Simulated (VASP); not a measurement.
# Hf (Fm-3m) in VASP: notebook

Runs on Hf. Level: PBE. Tasks: single point.

Everything below comes from runs of VASP 6.6.1. Logs are shortened: lines on timing, memory, paths and dates and some standing lists are left out, and cuts for length are marked.

### Step 1. The cell of the first run

It takes space group Fm-3m (No. 225, cubic). Conventional cell: a = 3.948 Å, b = 3.948 Å, c = 3.948 Å, α = 90.00°, β = 90.00°, γ = 90.00°. Within 3.7 Å of Hf (site symmetry m-3m) lie 12 Hf at 2.79 Å.

### Step 2. Single point, PBE (volume scaled by 0.682, to set the pressure)

File INCAR:

```
PREC = Accurate
ENCUT = 520
EDIFF = 1E-6
ISMEAR = -1
SIGMA = 0.05
LREAL = F
LASPH = T
NELM = 60
ALGO = Normal
ISIF = 2
LWAVE = F
LCHARG = T
GGA = PE
LELF = T
LVHAR = T
NBANDS = 11
```

File KPOINTS:

```
Automatic mesh
0
Gamma
  17 17 17
```

File POSCAR:

```
Hf
1.0
    0.0000000000      1.9741079986      1.9741079986
    1.9741079986      0.0000000000      1.9741079986
    1.9741079986      1.9741079986      0.0000000000
Hf
1
Direct
    0.0000000000      0.0000000000      0.0000000000
```

Potentials or basis: VASP PAW PBE potentials, release 64 (Hf_pv).

Command:

```
$ cat potpaw_PBE.64/Hf_pv/POTCAR > POTCAR
$ mpirun -np 1 vasp_std > vasp.out
```

OUTCAR:

```text
PREC = Accurate
   ENCUT = 520
   EDIFF = 1E-6
   ISMEAR = -1
   LREAL = F
   LASPH = T
   NELM = 60
   ISIF = 2
   GGA = PE

 ion  position               nearest neighbor table
   1  0.000  0.000  0.000-

  LATTYP: Found a face centered cubic cell.
 ALAT       =     3.9482159972

  Lattice vectors:

 A1 = (   0.0000000000,   1.9741079986,   1.9741079986)
 A2 = (   1.9741079986,   0.0000000000,   1.9741079986)
 A3 = (   1.9741079986,   1.9741079986,   0.0000000000)

Analysis of symmetry for initial positions (statically):
=====================================================================
 Subroutine PRICEL returns:
 Original cell was already a primitive cell.

 Routine SETGRP: Setting up the symmetry group for a
 face centered cubic supercell.

 Subroutine GETGRP returns: Found 48 space group operations
 (whereof 48 operations were pure point group operations)
 out of a pool of 48 trial point group operations.

The static configuration has the point symmetry O_h .

Analysis of symmetry for dynamics (positions and initial velocities):
=====================================================================
 Subroutine PRICEL returns:
 Original cell was already a primitive cell.

 Routine SETGRP: Setting up the symmetry group for a
 face centered cubic supercell.

 Subroutine GETGRP returns: Found 48 space group operations
 (whereof 48 operations were pure point group operations)
 out of a pool of 48 trial point group operations.

The dynamic configuration has the point symmetry O_h .

 Subroutine INISYM returns: Found 48 space group operations
 (whereof 48 operations are pure point group operations),
 and found     1 'primitive' translations

----------------------------------------------------------------------------------------

                                     Primitive cell

  volume of cell :      15.3866

  direct lattice vectors                    reciprocal lattice vectors
     0.000000000  1.974107999  1.974107999    -0.253278949  0.253278949  0.253278949
     1.974107999  0.000000000  1.974107999     0.253278949 -0.253278949  0.253278949
     1.974107999  1.974107999  0.000000000     0.253278949  0.253278949 -0.253278949

  length of vectors
     2.791810305  2.791810305  2.791810305     0.438692009  0.438692009  0.438692009

  position of ions in fractional coordinates (direct lattice)
     0.000000000  0.000000000  0.000000000

  ion indices of the primitive-cell ions
   primitive index   ion index
[... 79 lines left out ...]
   ISIF   =      2    stress and relaxation
   ISYM   =      2    0-nonsym 1-usesym 2-fastsym
   POTIM  = 0.5000    time-step for ionic-motion
   TEBEG  =    0.0;   TEEND  =   0.0 temperature during run
   PSTRESS=    0.0 pullay stress
   NELECT =      10.0000    total number of electrons
   NUPDOWN=      -1.0000    fix difference up-down
   EMIN   =  10.00;   EMAX   =-10.00  energy-range for DOS
   EFERMI =   0.00;   METHOD = LEGACY
   ISMEAR =    -1;   SIGMA  =   0.05  broadening in eV -4-tet -1-fermi 0-gaus
   EFERMI_NEDOS =   21; number of points for ismear=-14 and -15
   IALGO  =     38    algorithm
   IMIX   =      4    mixing-type and parameters
     AMIX     =   0.40;   BMIX     =  1.00
     AMIX_MAG =   1.60;   BMIX_MAG =  1.00
  volume/ion in A,a.u.               =      15.39       103.83
  Fermi-wavevector in a.u.,A,eV,Ry     =   1.418058  2.679741 27.359790  2.010888
  Thomas-Fermi vector in A             =   2.539223
   LORBIT       =      0    0 simple, 1 ext, 2 COOP (PROOUT), +10 PAW based schemes
   GGA     = PE    functional components
   LHFCALC =     F    Hartree Fock is set to
   AEXX    =    0.0000 exact exchange contribution
   IVDW    =     0    specifies the selected vdW correction
   LEPSILON=     F    determine dielectric tensor
   LRPA    =     F    only Hartree local field effects (RPA)
 non-spin polarized calculation
  energy-cutoff  :      520.00
  volume of cell :       15.39
 maximum number of plane-waves:       428
 NGX is ok and might be reduce to    24
   NGX = 11   NGY = 11   NGZ = 11

 number of electron      10.0000000 magnetization

 Free energy of the ion-electron system (eV)
  ---------------------------------------------------
  ext. energy  EPLUGINS =         0.00000000
  ---------------------------------------------------
  free energy    TOTEN  =        -8.63829444 eV

  energy without entropy =       -8.63060952  energy(sigma->0) =       -8.63445198

 E-fermi :   7.7438     XC(G=0): -13.1184

 val. band max:        7.7278900258   @ k =  -0.2941   0.1765   0.0000
 cond. band min:       7.7605454861   @ k =  -0.2941   0.2941   0.0000
 fundamental gap:      0.0326554603
 Fermi energy:         7.7438350579

 k-point     1 :       0.0000    0.0000    0.0000
  band No.  band energies     occupation
      1     -20.9570      2.00000
      2     -20.9570      2.00000
      3     -20.9570      2.00000
      4      -0.5374      2.00000
      5       9.0826      0.00000
      6       9.0826      0.00000
      7       9.0826      0.00000
      8      13.4975      0.00000
      9      13.4975      0.00000
     10      20.3174      0.00000
     11      21.8664      0.00000
[... 309 lines left out ...]
 k-point    24 :      -0.1176    0.0588    0.0000
  band No.  band energies     occupation
      1     -21.5188      2.00000
      2     -21.0907      2.00000
      3     -20.9953      2.00000
      4       0.6337      2.00000
      5       8.1018      0.00156
      6       9.5784      0.00000
      7       9.5917      0.00000
      8      12.4516      0.00000
      9      13.4330      0.00000
     10      21.8633      0.00000
     11      22.4806      0.00000

 [... further k-points ...]

------------------------ aborting loop because EDIFF is reached ----------------------------------------

  FORCE on cell =-STRESS in cart. coord.  units (eV):
  Direction    XX          YY          ZZ          XY          YZ          ZX
  --------------------------------------------------------------------------------------
  -------------------------------------------------------------------------------------
  Total        7.0084640      7.0084640      7.0084640      0.0000000      0.0000000      0.0000000
  in kB      729.7778989    729.7778989    729.7778989      0.0000000      0.0000000      0.0000000
  external PRESSURE =     729.7778989 kB  Pullay stress =       0.0000000 kB

 VOLUME and BASIS-vectors are now :
 -----------------------------------------------------------------------------
  energy-cutoff  :      520.00
  volume of cell :       15.39
      direct lattice vectors                 reciprocal lattice vectors
     0.000000000  1.974107999  1.974107999    -0.253278949  0.253278949  0.253278949
     1.974107999  0.000000000  1.974107999     0.253278949 -0.253278949  0.253278949
     1.974107999  1.974107999  0.000000000     0.253278949  0.253278949 -0.253278949

 POSITION                                       TOTAL-FORCE (eV/Angst)
 -----------------------------------------------------------------------------------
      0.00000      0.00000      0.00000         0.000000      0.000000      0.000000
 -----------------------------------------------------------------------------------
    total drift:                               -0.000000      0.000000     -0.000000

  FREE ENERGIE OF THE ION-ELECTRON SYSTEM (eV)
  ---------------------------------------------------
  free  energy   TOTEN  =        -8.6382944404 eV

  energy  without entropy=       -8.6306095233  energy(sigma->0) =       -8.63445198
```

stdout:

```text
POSCAR found type information on POSCAR Hf
 POSCAR found :  1 types and       1 ions
 scaLAPACK will be used
 LDA part: xc-table for (Slater+PW92), standard interpolation
 POSCAR, INCAR and KPOINTS ok, starting setup
 FFT: planning ... GRIDC
 FFT: planning ... GRID_SOFT
 FFT: planning ... GRID
 WAVECAR not read
 entering main loop
```

Wall time 15 s (1 thread of Intel Xeon 6975P-C, shared host); peak memory 0.16 GiB.

What came out:

| Item | Value |
| --- | --- |
| Free energy | -8.6383 eV |
| Pressure | 73.0 GPa |
| Band gap on the k mesh | zero (band 5 reaches 9.08 eV, above the bottom of band 6 at 7.01 eV) |

Caveat: the cell differs from its parent crystal (volume scaled by 0.682, to set the pressure); spin-orbit coupling is left out, which moves the levels of the heavy elements.

### Step 3. Single point, PBE

File INCAR:

```
SYSTEM = Hf
  ALGO = Normal
  EDIFF = 1E-6
  ENCUT = 520
  GGA = PE
  ISIF = 2
  ISMEAR = -1
  LASPH = .TRUE.
  LCHARG = .FALSE.
  LREAL = .FALSE.
  LWAVE = .FALSE.
  NBANDS = 11
  NELM = 80
  PREC = Accurate
  SIGMA = 0.05
```

File KPOINTS:

```
k-points
0
G
  17 17 17
  0 0 0
```

POSCAR is that of step 2.

Potentials or basis: VASP PAW PBE potentials, release 64 (Hf_pv).

Command:

```
$ cat potpaw_PBE.64/Hf_pv/POTCAR > POTCAR
$ mpirun -np 1 vasp_std > vasp.out
```

OUTCAR:

```text
SYSTEM = Hf
   EDIFF = 1E-6
   ENCUT = 520
   GGA = PE
   ISIF = 2
   ISMEAR = -1
   LASPH = .TRUE.
   LREAL = .FALSE.
   NELM = 80
   PREC = Accurate

 ion  position               nearest neighbor table
   1  0.000  0.000  0.000-

  LATTYP: Found a face centered cubic cell.
 ALAT       =     3.9482159972

  Lattice vectors:

 A1 = (   0.0000000000,   1.9741079986,   1.9741079986)
 A2 = (   1.9741079986,   0.0000000000,   1.9741079986)
 A3 = (   1.9741079986,   1.9741079986,   0.0000000000)

Analysis of symmetry for initial positions (statically):
=====================================================================
 Subroutine PRICEL returns:
 Original cell was already a primitive cell.

 Routine SETGRP: Setting up the symmetry group for a
 face centered cubic supercell.

 Subroutine GETGRP returns: Found 48 space group operations
 (whereof 48 operations were pure point group operations)
 out of a pool of 48 trial point group operations.

The static configuration has the point symmetry O_h .

Analysis of symmetry for dynamics (positions and initial velocities):
=====================================================================
 Subroutine PRICEL returns:
 Original cell was already a primitive cell.

 Routine SETGRP: Setting up the symmetry group for a
 face centered cubic supercell.

 Subroutine GETGRP returns: Found 48 space group operations
 (whereof 48 operations were pure point group operations)
 out of a pool of 48 trial point group operations.

The dynamic configuration has the point symmetry O_h .

 Subroutine INISYM returns: Found 48 space group operations
 (whereof 48 operations are pure point group operations),
 and found     1 'primitive' translations

----------------------------------------------------------------------------------------

                                     Primitive cell

  volume of cell :      15.3866

  direct lattice vectors                    reciprocal lattice vectors
     0.000000000  1.974107999  1.974107999    -0.253278949  0.253278949  0.253278949
     1.974107999  0.000000000  1.974107999     0.253278949 -0.253278949  0.253278949
     1.974107999  1.974107999  0.000000000     0.253278949  0.253278949 -0.253278949

  length of vectors
     2.791810305  2.791810305  2.791810305     0.438692009  0.438692009  0.438692009

  position of ions in fractional coordinates (direct lattice)
     0.000000000  0.000000000  0.000000000

  ion indices of the primitive-cell ions
   primitive index   ion index
                 1           1

----------------------------------------------------------------------------------------

 KPOINTS: k-points

Automatic generation of k-mesh.
 Grid dimensions read from file:
 generate k-points for:   17   17   17

 Generating k-lattice:

  Cartesian coordinates                     Fractional coordinates (reciprocal lattice)
    -0.014898762  0.014898762  0.014898762     0.058823529  0.000000000  0.000000000
     0.014898762 -0.014898762  0.014898762     0.000000000  0.058823529  0.000000000
     0.014898762  0.014898762 -0.014898762     0.000000000  0.000000000  0.058823529

  Length of vectors
     0.025805412  0.025805412  0.025805412

  Shift w.r.t. Gamma in fractional coordinates (k-lattice)
     0.000000000  0.000000000  0.000000000

 Subroutine IBZKPT returns following result:
 ===========================================

 Found    165 irreducible k-points:

 Following reciprocal coordinates:
            Coordinates               Weight
  0.000000  0.000000  0.000000      1.000000
  0.058824  0.000000  0.000000      8.000000
  0.117647  0.000000  0.000000      8.000000
  0.176471  0.000000  0.000000      8.000000
  0.235294  0.000000  0.000000      8.000000
  0.294118  0.000000  0.000000      8.000000
[... 16 lines left out ...]
 -0.176471  0.058824  0.000000     24.000000
 -0.117647  0.058824  0.000000     24.000000
 [... further k-points ...]
   k-points           NKPTS =    165   k-points in BZ     NKDIM =    165   number of bands    NBANDS=     11
   number of dos      NEDOS =    301   number of ions     NIONS =      1
   total plane-waves  NPLWV =  13824
   dimension x,y,z NGX =    24 NGY =   24 NGZ =   24
   dimension x,y,z NGXF=    48 NGYF=   48 NGZF=   48
   ions per type =               1
   NGX,Y,Z   is equivalent  to a cutoff of  14.29, 14.29, 14.29 a.u.
   NGXF,Y,Z  is equivalent  to a cutoff of  28.58, 28.58, 28.58 a.u.
 SYSTEM =  Hf
   PREC   = accura    normal or accurate (medium, high low for compatibility)
   ISTART =      0    job   : 0-new  1-cont  2-samecut
   ICHARG =      2    charge: 1-file 2-atom 10-const
   ISPIN  =      1    spin polarized calculation?
   LNONCOLLINEAR =      F non collinear calculations
   LSORBIT =      F    spin-orbit coupling
   LASPH  =      T    aspherical Exc in radial PAW
   ENCUT  =  520.0 eV  38.22 Ry    6.18 a.u.   5.19  5.19  5.19*2*pi/ulx,y,z
   NELM   =     80;   NELMIN=  2; NELMDL= -5     # of ELM steps
   EDIFF  = 0.1E-05   stopping-criterion for ELM
   LREAL  =      F    real-space projection
   EDIFFG = 0.1E-04   stopping-criterion for IOM
   NSW    =      0    number of steps for IOM
   IBRION =     -1    ionic relax: 0-MD 1-quasi-New 2-CG
   NFREE  =      0    steps in history (QN), initial steepest desc. (CG)
   ISIF   =      2    stress and relaxation
   ISYM   =      2    0-nonsym 1-usesym 2-fastsym
   POTIM  = 0.5000    time-step for ionic-motion
   TEBEG  =    0.0;   TEEND  =   0.0 temperature during run
   PSTRESS=    0.0 pullay stress
   NELECT =      10.0000    total number of electrons
   NUPDOWN=      -1.0000    fix difference up-down
   EMIN   =  10.00;   EMAX   =-10.00  energy-range for DOS
   EFERMI =   0.00;   METHOD = LEGACY
   ISMEAR =    -1;   SIGMA  =   0.05  broadening in eV -4-tet -1-fermi 0-gaus
   EFERMI_NEDOS =   21; number of points for ismear=-14 and -15
   IALGO  =     38    algorithm
   IMIX   =      4    mixing-type and parameters
     AMIX     =   0.40;   BMIX     =  1.00
     AMIX_MAG =   1.60;   BMIX_MAG =  1.00
  volume/ion in A,a.u.               =      15.39       103.83
  Fermi-wavevector in a.u.,A,eV,Ry     =   1.418058  2.679741 27.359790  2.010888
  Thomas-Fermi vector in A             =   2.539223
   LORBIT       =      0    0 simple, 1 ext, 2 COOP (PROOUT), +10 PAW based schemes
   GGA     = PE    functional components
   LHFCALC =     F    Hartree Fock is set to
   AEXX    =    0.0000 exact exchange contribution
   IVDW    =     0    specifies the selected vdW correction
   LEPSILON=     F    determine dielectric tensor
   LRPA    =     F    only Hartree local field effects (RPA)
 non-spin polarized calculation
  energy-cutoff  :      520.00
  volume of cell :       15.39
 maximum number of plane-waves:       428
 NGX is ok and might be reduce to    24
   NGX = 11   NGY = 11   NGZ = 11

 number of electron      10.0000000 magnetization

 Free energy of the ion-electron system (eV)
  ---------------------------------------------------
  ext. energy  EPLUGINS =         0.00000000
  ---------------------------------------------------
  free energy    TOTEN  =        -8.63829444 eV

  energy without entropy =       -8.63060952  energy(sigma->0) =       -8.63445198

 E-fermi :   7.7438     XC(G=0): -13.1184

 val. band max:        7.7278900258   @ k =  -0.2941   0.1765   0.0000
 cond. band min:       7.7605454861   @ k =  -0.2941   0.2941   0.0000
 fundamental gap:      0.0326554603
 Fermi energy:         7.7438350579

 k-point     1 :       0.0000    0.0000    0.0000
  band No.  band energies     occupation
      1     -20.9570      2.00000
      2     -20.9570      2.00000
      3     -20.9570      2.00000
      4      -0.5374      2.00000
      5       9.0826      0.00000
      6       9.0826      0.00000
      7       9.0826      0.00000
      8      13.4975      0.00000
      9      13.4975      0.00000
     10      20.3174      0.00000
     11      21.8664      0.00000
[... 309 lines left out ...]
 k-point    24 :      -0.1176    0.0588    0.0000
  band No.  band energies     occupation
      1     -21.5188      2.00000
      2     -21.0907      2.00000
      3     -20.9953      2.00000
      4       0.6337      2.00000
      5       8.1018      0.00156
      6       9.5784      0.00000
      7       9.5917      0.00000
      8      12.4516      0.00000
      9      13.4330      0.00000
     10      21.8633      0.00000
     11      22.4806      0.00000

 [... further k-points ...]

------------------------ aborting loop because EDIFF is reached ----------------------------------------

  FORCE on cell =-STRESS in cart. coord.  units (eV):
  Direction    XX          YY          ZZ          XY          YZ          ZX
  --------------------------------------------------------------------------------------
  -------------------------------------------------------------------------------------
  Total        7.0084640      7.0084640      7.0084640      0.0000000      0.0000000      0.0000000
  in kB      729.7778989    729.7778989    729.7778989      0.0000000      0.0000000      0.0000000
  external PRESSURE =     729.7778989 kB  Pullay stress =       0.0000000 kB

 VOLUME and BASIS-vectors are now :
 -----------------------------------------------------------------------------
  energy-cutoff  :      520.00
  volume of cell :       15.39
      direct lattice vectors                 reciprocal lattice vectors
     0.000000000  1.974107999  1.974107999    -0.253278949  0.253278949  0.253278949
     1.974107999  0.000000000  1.974107999     0.253278949 -0.253278949  0.253278949
     1.974107999  1.974107999  0.000000000     0.253278949  0.253278949 -0.253278949

 POSITION                                       TOTAL-FORCE (eV/Angst)
 -----------------------------------------------------------------------------------
      0.00000      0.00000      0.00000         0.000000      0.000000      0.000000
 -----------------------------------------------------------------------------------
    total drift:                               -0.000000      0.000000     -0.000000

  FREE ENERGIE OF THE ION-ELECTRON SYSTEM (eV)
  ---------------------------------------------------
  free  energy   TOTEN  =        -8.6382944404 eV

  energy  without entropy=       -8.6306095233  energy(sigma->0) =       -8.63445198
```

OSZICAR:

```text
N       E                     dE             d eps       ncg     rms          rms(c)
DAV:   1     0.164457116924E+02    0.16446E+02   -0.57613E+03  3686   0.882E+02
DAV:   2    -0.845362794667E+01   -0.24899E+02   -0.23888E+02  4402   0.167E+02
DAV:   3    -0.885314133510E+01   -0.39951E+00   -0.39667E+00  4442   0.146E+01
DAV:   4    -0.885392063167E+01   -0.77930E-03   -0.77914E-03  4004   0.770E-01
DAV:   5    -0.885392217726E+01   -0.15456E-05   -0.15449E-05  4308   0.320E-02    0.570E+01
DAV:   6    -0.869901469759E+01    0.15491E+00   -0.10287E-01  4140   0.249E+00    0.342E+01
DAV:   7    -0.864035094222E+01    0.58664E-01   -0.16229E-01  4113   0.306E+00    0.148E+00
DAV:   8    -0.863828409673E+01    0.20668E-02   -0.80558E-03  3999   0.712E-01    0.123E-01
DAV:   9    -0.863829426073E+01   -0.10164E-04   -0.74139E-05  4151   0.848E-02    0.389E-02
DAV:  10    -0.863829444041E+01   -0.17969E-06   -0.65564E-06  3891   0.216E-02
   1 F= -.86382944E+01 E0= -.86344520E+01  d E =-.768492E-02
```

Wall time 14 s (1 thread of Intel Xeon 6975P-C, shared host); peak memory 0.16 GiB.

What came out:

| Property | Result |
| --- | --- |
| Free energy | -8.6383 eV |
| Pressure | 73.0 GPa |
| Band gap on the k mesh | zero (band 5 reaches 9.08 eV, above the bottom of band 6 at 7.01 eV) |

Caveat: spin-orbit coupling is left out, which moves the levels of the heavy elements.

[end of part 1 of 2]
